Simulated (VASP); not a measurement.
# Ge (Im-3m) in VASP: further runs

Ge is run at these levels: LDA; tasks: single point, relaxation of cell and atoms.

Everything below comes from runs of VASP 6.6.1. Logs are shortened: lines on timing, memory, paths and dates and some standing lists are left out, and cuts for length are marked.

**1. The cell of the first run**

Symmetry: Im-3m, No. 229, cubic system. Conventional cell: a = 3.171 Å, b = 3.171 Å, c = 3.171 Å, α = 90.00°, β = 90.00°, γ = 90.00°. Ge (site symmetry m-3m) has 14 Ge at 2.75 to 3.17 Å within 3.6 Å.

**2. Single point, LDA (volume scaled by 0.896, to set the pressure)**

INCAR reads:

```
SYSTEM = Ge
PREC     = Accurate       ! precision mode
ENCUT    = 500            ! plane-wave cutoff, eV
EDIFF    = 1E-6           ! SCF threshold, eV
ISMEAR   = -1             ! smearing method
SIGMA    = 0.08           ! smearing width, eV
LREAL    = .FALSE.        ! projectors in reciprocal space
LASPH    = .TRUE.         ! aspherical terms in the spheres
NELM     = 120            ! most SCF steps
ALGO     = Normal         ! electronic algorithm
ISIF     = 2              ! what is computed and relaxed
LWAVE    = .FALSE.        ! write WAVECAR
LCHARG   = .TRUE.         ! write CHGCAR
LELF     = .TRUE.         ! ELF
LVHAR    = .TRUE.       
NBANDS   = 13             ! bands
GGA_COMPAT= .FALSE.
```

KPOINTS reads:

```
regular mesh
0
G
  17 17 17
  0 0 0
```

POSCAR reads:

```
Ge
1.0
   -1.5853878417      1.5853878417      1.5853878417
    1.5853878417     -1.5853878417      1.5853878417
    1.5853878417      1.5853878417     -1.5853878417
Ge
1
Direct
    0.0000000000      0.0000000000      0.0000000000
```

Potentials or basis: VASP PAW LDA potentials, release 64 (Ge_d).

Started as:

```
$ cat potpaw_LDA.64/Ge_d/POTCAR > POTCAR
$ mpirun -np 1 vasp_std > vasp.out
```

OUTCAR:

```text
SYSTEM = Ge
   PREC = Accurate
   ENCUT = 500
   EDIFF = 1E-6
   ISMEAR = -1
   LREAL = .FALSE.
   LASPH = .TRUE.
   NELM = 120
   ISIF = 2

 ion  position               nearest neighbor table
   1  0.000  0.000  0.000-

  LATTYP: Found a body centered cubic cell.
 ALAT       =     3.1707756834

  Lattice vectors:

 A1 = (  -1.5853878417,   1.5853878417,   1.5853878417)
 A2 = (   1.5853878417,  -1.5853878417,   1.5853878417)
 A3 = (   1.5853878417,   1.5853878417,  -1.5853878417)

Analysis of symmetry for initial positions (statically):
=====================================================================
 Subroutine PRICEL returns:
 Original cell was already a primitive cell.

 Routine SETGRP: Setting up the symmetry group for a
 body centered cubic supercell.

 Subroutine GETGRP returns: Found 48 space group operations
 (whereof 48 operations were pure point group operations)
 out of a pool of 48 trial point group operations.

The static configuration has the point symmetry O_h .

Analysis of symmetry for dynamics (positions and initial velocities):
=====================================================================
 Subroutine PRICEL returns:
 Original cell was already a primitive cell.

 Routine SETGRP: Setting up the symmetry group for a
 body centered cubic supercell.

 Subroutine GETGRP returns: Found 48 space group operations
 (whereof 48 operations were pure point group operations)
 out of a pool of 48 trial point group operations.

The dynamic configuration has the point symmetry O_h .

 Subroutine INISYM returns: Found 48 space group operations
 (whereof 48 operations are pure point group operations),
 and found     1 'primitive' translations

----------------------------------------------------------------------------------------

                                     Primitive cell

  volume of cell :      15.9392

  direct lattice vectors                    reciprocal lattice vectors
    -1.585387842  1.585387842  1.585387842     0.000000000  0.315380241  0.315380241
     1.585387842 -1.585387842  1.585387842     0.315380241  0.000000000  0.315380241
     1.585387842  1.585387842 -1.585387842     0.315380241  0.315380241  0.000000000

  length of vectors
     2.745972292  2.745972292  2.745972292     0.446015014  0.446015014  0.446015014

  position of ions in fractional coordinates (direct lattice)
     0.000000000  0.000000000  0.000000000

  ion indices of the primitive-cell ions
   primitive index   ion index
                 1           1

----------------------------------------------------------------------------------------

 KPOINTS: regular mesh

Automatic generation of k-mesh.
 Grid dimensions read from file:
 generate k-points for:   17   17   17

 Generating k-lattice:

  Cartesian coordinates                     Fractional coordinates (reciprocal lattice)
     0.000000000  0.018551779  0.018551779     0.058823529  0.000000000  0.000000000
     0.018551779  0.000000000  0.018551779     0.000000000  0.058823529  0.000000000
     0.018551779  0.018551779  0.000000000     0.000000000  0.000000000  0.058823529

  Length of vectors
     0.026236177  0.026236177  0.026236177

  Shift w.r.t. Gamma in fractional coordinates (k-lattice)
     0.000000000  0.000000000  0.000000000

 Subroutine IBZKPT returns following result:
 ===========================================

 Found    165 irreducible k-points:

 Following reciprocal coordinates:
            Coordinates               Weight
  0.000000  0.000000  0.000000      1.000000
  0.058824  0.000000  0.000000     12.000000
  0.117647  0.000000  0.000000     12.000000
  0.176471  0.000000  0.000000     12.000000
  0.235294  0.000000  0.000000     12.000000
  0.294118  0.000000  0.000000     12.000000
[... 16 lines left out ...]
  0.411765  0.117647  0.000000     48.000000
  0.176471  0.176471  0.000000     24.000000
 [... further k-points ...]
   k-points           NKPTS =    165   k-points in BZ     NKDIM =    165   number of bands    NBANDS=     13
   number of dos      NEDOS =    301   number of ions     NIONS =      1
   total plane-waves  NPLWV =   8000
   dimension x,y,z NGX =    20 NGY =   20 NGZ =   20
   dimension x,y,z NGXF=    40 NGYF=   40 NGZF=   40
   ions per type =               1
   NGX,Y,Z   is equivalent  to a cutoff of  12.11, 12.11, 12.11 a.u.
   NGXF,Y,Z  is equivalent  to a cutoff of  24.22, 24.22, 24.22 a.u.
 SYSTEM =  Ge
   PREC   = accura    normal or accurate (medium, high low for compatibility)
   ISTART =      0    job   : 0-new  1-cont  2-samecut
   ICHARG =      2    charge: 1-file 2-atom 10-const
   ISPIN  =      1    spin polarized calculation?
   LNONCOLLINEAR =      F non collinear calculations
   LSORBIT =      F    spin-orbit coupling
   LASPH  =      T    aspherical Exc in radial PAW
   ENCUT  =  500.0 eV  36.75 Ry    6.06 a.u.   5.01  5.01  5.01*2*pi/ulx,y,z
   NELM   =    120;   NELMIN=  2; NELMDL= -5     # of ELM steps
   EDIFF  = 0.1E-05   stopping-criterion for ELM
   LREAL  =      F    real-space projection
[... 7 lines left out ...]
   TEBEG  =    0.0;   TEEND  =   0.0 temperature during run
   PSTRESS=    0.0 pullay stress
   NELECT =      14.0000    total number of electrons
   NUPDOWN=      -1.0000    fix difference up-down
   EMIN   =  10.00;   EMAX   =-10.00  energy-range for DOS
   EFERMI =   0.00;   METHOD = LEGACY
   ISMEAR =    -1;   SIGMA  =   0.08  broadening in eV -4-tet -1-fermi 0-gaus
   EFERMI_NEDOS =   21; number of points for ismear=-14 and -15
   IALGO  =     38    algorithm
   IMIX   =      4    mixing-type and parameters
     AMIX     =   0.40;   BMIX     =  1.00
     AMIX_MAG =   1.60;   BMIX_MAG =  1.00
  volume/ion in A,a.u.               =      15.94       107.56
  Fermi-wavevector in a.u.,A,eV,Ry     =   1.567817  2.962744 33.443795  2.458050
  Thomas-Fermi vector in A             =   2.669940
   LORBIT       =      0    0 simple, 1 ext, 2 COOP (PROOUT), +10 PAW based schemes
   GGA     = CA    functional components
   LHFCALC =     F    Hartree Fock is set to
   AEXX    =    0.0000 exact exchange contribution
   IVDW    =     0    specifies the selected vdW correction
   LEPSILON=     F    determine dielectric tensor
   LRPA    =     F    only Hartree local field effects (RPA)
 non-spin polarized calculation
  energy-cutoff  :      500.00
  volume of cell :       15.94
 maximum number of plane-waves:       420
   NGX =  9   NGY =  9   NGZ =  9

 number of electron      13.9999977 magnetization

 Free energy of the ion-electron system (eV)
  ---------------------------------------------------
  ext. energy  EPLUGINS =         0.00000000
  ---------------------------------------------------
  free energy    TOTEN  =        -4.82747764 eV

  energy without entropy =       -4.82215618  energy(sigma->0) =       -4.82481691

 E-fermi :   8.4382     XC(G=0): -12.4624

 val. band max:        8.3079762392   @ k =  -0.4118   0.4118   0.4118
 cond. band min:       8.5252909471   @ k =  -0.4706   0.4706   0.3529
 fundamental gap:      0.2173147080
 Fermi energy:         8.4381916361

 k-point     1 :       0.0000    0.0000    0.0000
  band No.  band energies     occupation
      1     -16.4669      2.00000
      2     -16.4669      2.00000
      3     -16.4669      2.00000
      4     -16.3271      2.00000
      5     -16.3271      2.00000
      6      -6.2172      2.00000
      7      19.3609      0.00000
      8      19.3609      0.00000
      9      19.3609      0.00000
     10      24.8596      0.00000
     11      24.8596      0.00000
     12      24.8596      0.00000
     13      26.4915      0.00000

 k-point     2 :       0.0588    0.0000    0.0000
  band No.  band energies     occupation
      1     -16.4687      2.00000
      2     -16.4649      2.00000
      3     -16.4596      2.00000
      4     -16.3290      2.00000
      5     -16.3272      2.00000
      6      -6.1132      2.00000
      7      18.4659      0.00000
      8      18.8876      0.00000
      9      19.2271      0.00000
     10      23.9595      0.00000
     11      24.0258      0.00000
     12      25.5178      0.00000
     13      25.7872      0.00000

 k-point     3 :       0.1176    0.0000    0.0000
  band No.  band energies     occupation
      1     -16.4738      2.00000
      2     -16.4595      2.00000
      3     -16.4383      2.00000
      4     -16.3342      2.00000
      5     -16.3276      2.00000
      6      -5.8006      2.00000
      7      16.3676      0.00000
      8      17.8721      0.00000
      9      18.8437      0.00000
     10      22.7275      0.00000
     11      22.7467      0.00000
     12      25.3286      0.00000
     13      26.4535      0.00000

 k-point     4 :       0.1765    0.0000    0.0000
  band No.  band energies     occupation
      1     -16.4816      2.00000
      2     -16.4533      2.00000
      3     -16.4057      2.00000
      4     -16.3407      2.00000
      5     -16.3280      2.00000
      6      -5.2787      2.00000
      7      13.8582      0.00000
      8      16.7670      0.00000
      9      18.2828      0.00000
     10      21.6315      0.00000
     11      21.7041      0.00000
     12      25.3485      0.00000
     13      27.0720      0.00000

 k-point     5 :       0.2353    0.0000    0.0000
  band No.  band energies     occupation
      1     -16.4909      2.00000
      2     -16.4497      2.00000
      3     -16.3663      2.00000
      4     -16.3454      2.00000
      5     -16.3286      2.00000
      6      -4.5469      2.00000
      7      11.3029      0.00000
      8      15.7524      0.00000
      9      17.6583      0.00000
     10      20.7121      0.00000
     11      20.8645      0.00000
     12      25.7773      0.00000
     13      27.7903      0.00000

 k-point     6 :       0.2941    0.0000    0.0000
  band No.  band energies     occupation
      1     -16.5006      2.00000
      2     -16.4513      2.00000
      3     -16.3459      2.00000
      4     -16.3291      2.00000
      5     -16.3251      2.00000
      6      -3.6061      2.00000
      7       8.8383      0.01336
      8      14.8979      0.00000
      9      17.0721      0.00000
     10      19.9765      0.00000
     11      20.2040      0.00000
     12      26.5291      0.00000
     13      28.6290      0.00000

 k-point     7 :       0.3529    0.0000    0.0000
  band No.  band energies     occupation
      1     -16.5093      2.00000
      2     -16.4575      2.00000
      3     -16.3424      2.00000
      4     -16.3296      2.00000
      5     -16.2878      2.00000
      6      -2.4606      2.00000
      7       6.5238      2.00000
      8      14.2365      0.00000
      9      16.5910      0.00000
     10      19.4256      0.00000
     11      19.7139      0.00000
     12      27.5308      0.00000
     13      29.6038      0.00000
[... 193 lines left out ...]
 k-point    20 :       0.2353    0.1176    0.0000
  band No.  band energies     occupation
      1     -16.4915      2.00000
      2     -16.4490      2.00000
      3     -16.3500      2.00000
      4     -16.3342      2.00000
      5     -16.3190      2.00000
      6      -3.2935      2.00000
      7       9.0445      0.00102
      8      12.6216      0.00000
      9      15.8302      0.00000
     10      20.9781      0.00000
     11      22.8985      0.00000
     12      25.4344      0.00000
     13      30.6577      0.00000

 k-point    21 :       0.2941    0.1176    0.0000
  band No.  band energies     occupation
      1     -16.4990      2.00000
      2     -16.4499      2.00000
      3     -16.3462      2.00000
      4     -16.3336      2.00000
      5     -16.2913      2.00000
      6      -2.1506      2.00000
      7       6.7867      2.00000
      8      11.9423      0.00000
      9      15.2974      0.00000
     10      20.4925      0.00000
     11      22.9035      0.00000
     12      25.9399      0.00000
     13      31.8995      0.00000

 k-point    22 :       0.3529    0.1176    0.0000
  band No.  band energies     occupation
      1     -16.5046      2.00000
      2     -16.4534      2.00000
      3     -16.3409      2.00000
      4     -16.3345      2.00000
      5     -16.2693      2.00000
      6      -0.8222      2.00000
      7       4.6933      2.00000
      8      11.4952      0.00000
      9      14.9307      0.00000
     10      20.1595      0.00000
     11      22.7870      0.00000
     12      26.9083      0.00000
     13      31.3574      0.00000

 k-point    23 :       0.4118    0.1176    0.0000
  band No.  band energies     occupation
      1     -16.5077      2.00000
      2     -16.4562      2.00000
      3     -16.3370      2.00000
      4     -16.3352      2.00000
      5     -16.2574      2.00000
      6       0.5802      2.00000
      7       2.9036      2.00000
      8      11.2722      0.00000
      9      14.7443      0.00000
     10      19.9912      0.00000
     11      22.6971      0.00000
     12      28.1202      0.00000
     13      29.9126      0.00000

 k-point    24 :       0.1765    0.1765    0.0000
  band No.  band energies     occupation
      1     -16.4858      2.00000
      2     -16.4479      2.00000
      3     -16.3516      2.00000
      4     -16.3390      2.00000
      5     -16.3218      2.00000
      6      -3.3979      2.00000
      7       9.9883      0.00000
      8      11.6136      0.00000
      9      15.7566      0.00000
     10      21.8164      0.00000
     11      22.6639      0.00000
     12      26.6596      0.00000
     13      28.7652      0.00000

 [... further k-points ...]
[... 5 lines left out ...]
  --------------------------------------------------------------------------------------
  -------------------------------------------------------------------------------------
  Total        1.1444803      1.1444803      1.1444803      0.0000000      0.0000000     -0.0000000
  in kB      115.0409175    115.0409175    115.0409175      0.0000000      0.0000000     -0.0000000
  external PRESSURE =     115.0409175 kB  Pullay stress =       0.0000000 kB

 VOLUME and BASIS-vectors are now :
 -----------------------------------------------------------------------------
  energy-cutoff  :      500.00
  volume of cell :       15.94
      direct lattice vectors                 reciprocal lattice vectors
    -1.585387842  1.585387842  1.585387842     0.000000000  0.315380241  0.315380241
     1.585387842 -1.585387842  1.585387842     0.315380241  0.000000000  0.315380241
     1.585387842  1.585387842 -1.585387842     0.315380241  0.315380241  0.000000000

 POSITION                                       TOTAL-FORCE (eV/Angst)
 -----------------------------------------------------------------------------------
      0.00000      0.00000      0.00000        -0.000000      0.000000     -0.000000
 -----------------------------------------------------------------------------------
    total drift:                                0.000000     -0.000000      0.000000

  FREE ENERGIE OF THE ION-ELECTRON SYSTEM (eV)
  ---------------------------------------------------
  free  energy   TOTEN  =        -4.8274776367 eV

  energy  without entropy=       -4.8221561753  energy(sigma->0) =       -4.82481691
```

Run time: 13 s. Hardware: 1 thread of Intel Xeon Platinum 8488C (Sapphire Rapids), shared host; peak memory 0.13 GiB.

Results:

- Free energy: -4.8275 eV
- Pressure: 11.5 GPa
- Band gap on the k mesh: zero (band 7 reaches 19.36 eV, above the bottom of band 8 at 4.82 eV)

Caveat: the cell differs from its parent crystal (volume scaled by 0.896, to set the pressure).

**3. Single point, LDA**

This run uses another cell than the first one, of 17.79 Å³/atom, 1.116 times its volume.

INCAR reads:

```
PREC = Accurate
ENCUT = 500
EDIFF = 1E-6
ISMEAR = -1
SIGMA = 0.08
LREAL = F
LASPH = T
NELM = 120
ALGO = Normal
ISIF = 2
LWAVE = F
LCHARG = T
GGA = CA
LELF = T
LVHAR = T
NBANDS = 13
GGA_COMPAT = F
```

KPOINTS reads:

```
Automatic mesh
0
Gamma
  17 17 17
```

POSCAR reads:

```
Ge
1.0
   -1.6444961209      1.6444961209      1.6444961209
    1.6444961209     -1.6444961209      1.6444961209
    1.6444961209      1.6444961209     -1.6444961209
Ge
1
Direct
    0.0000000000      0.0000000000      0.0000000000
```

Potentials or basis: VASP PAW LDA potentials, release 64 (Ge_d).

Started as:

```
$ cat potpaw_LDA.64/Ge_d/POTCAR > POTCAR
$ mpirun -np 1 vasp_std > vasp.out
```

Wall time 20 s (1 thread of Intel Xeon Platinum 8488C (Sapphire Rapids), shared host); peak memory 0.15 GiB.

The run converged. Its results:

* Free energy: -4.8898 eV
* Pressure: 0.1 GPa
* Band gap on the k mesh: zero (band 7 reaches 16.78 eV, above the bottom of band 8 at 3.97 eV)

Levels at points of the mesh, in eV from the Fermi level:
| k point | band 4 | band 5 | band 6 | band 7 | band 8 | band 9 | band 10 | band 11 |
| --- | --- | --- | --- | --- | --- | --- | --- | --- |
| (0.00, 0.00, 0.00) | -24.76 | -24.76 | -13.66 | 9.63 | 9.63 | 9.63 | 15.47 | 15.47 |

(Part 1 of 2 ends here.)
